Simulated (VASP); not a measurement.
Write the native input for VASP 6.6.1 that does the following.

| Item | Value |
| --- | --- |
| Task | single point |
| Functional | PBE |
| Potentials or basis | VASP PAW PBE potentials, release 64 (Ti_sv, O_h) |
| Cutoff | 910 eV |
| k mesh | 8 × 8 × 4 |
| Occupations | fermi-dirac, width 0.05 eV |
| Spin | no spin polarisation |
| Dipole correction | no |
| Further INCAR settings | ALGO = Normal; EDIFF = 1e-06; NBANDS = 60 |

The structure of TiO2 lies in POSCAR:

```
TiO2
1.0
    6.1122767729     -1.8708273909      0.0000000000
    6.1122767729      1.8708273909      0.0000000000
   -1.9153839319      0.0000000000      6.2864893037
Ti O
4 8
Direct
    0.9000710000      0.9000710000      0.2896020000
    0.1952860000      0.1952860000      0.2837620000
    0.0999290000      0.0999290000      0.7103980000
    0.8047140000      0.8047140000      0.7162380000
    0.3619310000      0.3619310000      0.2933970000
    0.2634885000      0.2634885000      0.6525000000
    0.8671885000      0.8671885000      0.9952910000
    0.7365115000      0.7365115000      0.3475000000
    0.9416475000      0.9416475000      0.6300210000
    0.1328115000      0.1328115000      0.0047090000
    0.6380690000      0.6380690000      0.7066030000
    0.0583525000      0.0583525000      0.3699790000
```

One way to write it, as run:

INCAR

```
ALGO = Normal
EDIFF = 1E-6
ENCUT = 910
GGA = PE
GGA_COMPAT = F
ISIF = 2
ISMEAR = -1
LASPH = T
LCHARG = T
LELF = T
LREAL = F
LVHAR = T
LWAVE = F
NBANDS = 60
NELM = 120
PREC = Accurate
SIGMA = 0.05
```

KPOINTS

```
k-points
0
Gamma
  8 8 4
```

Potentials or basis: VASP PAW PBE potentials, release 64 (Ti_sv, O_h).

The run is started by

```console
$ cat potpaw_PBE.64/Ti_sv/POTCAR potpaw_PBE.64/O_h/POTCAR > POTCAR
$ mpirun -np 1 vasp_std > vasp.out
```

It gave:

| Quantity | Value |
| --- | --- |
| Pressure | 3.1 GPa |
| Largest force | 0.063 eV/Å |
| Band gap on the k mesh | 2.80 eV (least direct gap 2.98 eV) |

Caveat: the cell stands under pressure.

Wall time 52 min on 1 thread of Intel(R) Xeon(R) Platinum 8259CL CPU @ 2.50GHz (Skylake/Cascade Lake), with other jobs on the host, peak memory 1.4 GiB.
